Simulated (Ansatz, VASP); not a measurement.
**Two plane-wave programs on Re**

```
Re
1.0
     0.00000    1.93017    1.93017
     1.93017    0.00000    1.93017
     1.93017    1.93017    0.00000
Re
1
Direct
  0.00000 0.00000 0.00000
```

Alike in both runs: task single point; functional LDA; k mesh 16 × 16 × 16; occupations fermi-dirac, width 0.1 eV; no spin polarisation.

```csv
,VASP,Ansatz
version,VASP 6.6.1,Ansatz 0.2.0
potentials or method,"VASP PAW LDA potentials, release 64 (Re_sv_GW), cutoff 560 eV","plane waves (420 eV) with PAW, scalar-relativistic"
valence electrons in the cell,15,15
```

```csv
,VASP,Ansatz,Ansatz less VASP
pressure (GPa),0.2,0.1,-0.05
```

Ansatz warns that its potentials were made for another functional, while VASP's fit it. LDA's correlation is that of Perdew and Zunger in VASP and of Perdew and Wang (1992) in Ansatz.

Neither program's run includes spin-orbit coupling.
